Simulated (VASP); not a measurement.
Here is a VASP 6.6.1 calculation.

INCAR

```
PREC     = Accurate       # precision mode
ENCUT    = 600            # plane-wave cutoff, eV
EDIFF    = 1E-6           # SCF threshold, eV
ISMEAR   = -1             # smearing method
SIGMA    = 0.08           # smearing width, eV
LREAL    = False          # projectors in reciprocal space
LASPH    = True           # aspherical terms in the spheres
NELM     = 120            # most SCF steps
ALGO     = Normal         # electronic algorithm
ISIF     = 2              # what is computed and relaxed
LWAVE    = False          # write WAVECAR
LCHARG   = False          # write CHGCAR
GGA      = PS             # functional
NBANDS   = 16             # bands
GGA_COMPAT= False
```

KPOINTS

```
Automatic mesh
0
Gamma
  16 16 16
```

Contents of POSCAR:

```
TiN
1.0
    0.0000000000      2.1021282037      2.1021282037
    2.1021282037      0.0000000000      2.1021282037
    2.1021282037      2.1021282037      0.0000000000
Ti N
1 1
Direct
    0.0000000000      0.0000000000      0.0000000000
    0.5000000000      0.5000000000      0.5000000000
```

Potentials or basis: VASP PAW PBE potentials, release 64 (Ti_sv, N).

Run with:

```bash
$ cat potpaw_PBE.64/Ti_sv/POTCAR potpaw_PBE.64/N/POTCAR > POTCAR
$ mpirun -np 1 vasp_std > vasp.out
```

Question: What does it give for the pressure?

Answer: 0.3 GPa.

Caveat: the PAW data sets were made with another functional, which shifts forces and pressure a little.
